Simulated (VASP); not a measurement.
The system is TiN.

```
Ti N
1.0
     0.00000    2.12959    2.12959
     2.12959    0.00000    2.12959
     2.12959    2.12959    0.00000
Ti N
1 1
Direct
  0.00000 0.00000 0.00000
  0.50000 0.50000 0.50000
```

Base run:

```yaml
Program: VASP 6.6.1
Functional: PBEsol
Potentials_or_basis: VASP PAW PBE potentials, release 64 (Ti_sv, N)
Cutoff: 520 eV
k_mesh: 20 × 20 × 20
Occupations: gaussian, width 0.15 eV
Spin: collinear spin
Starting_moments: "[0.875, 0.0] μB"
Fixed_moment: 0.875 μB
```

Its results: pressure -4.4 GPa; site moments Ti +0.66; N +0.04 μB.

**Question.** After a change of settings the same cell gave: pressure -8.5 GPa; site moments Ti +0.39; N +0.02 μB. Which change was it?
A. fixed moment from 0.875 μB to 0.75 μB; moments at the start from [0.88, 0.0] to [0.75, 0.0]
B. fixed moment from 0.875 μB to 0.5 μB; moments at the start from [0.88, 0.0] to [0.5, 0.0]
C. fixed moment from 0.875 μB to 1 μB; moments at the start from [0.88, 0.0] to [1.0, 0.0]

**Answer.** B.

Caveats: the cell stands under tension; the PAW data sets were made with another functional, which shifts forces and pressure a little; the total moment is fixed, so each spin has its own Fermi level.
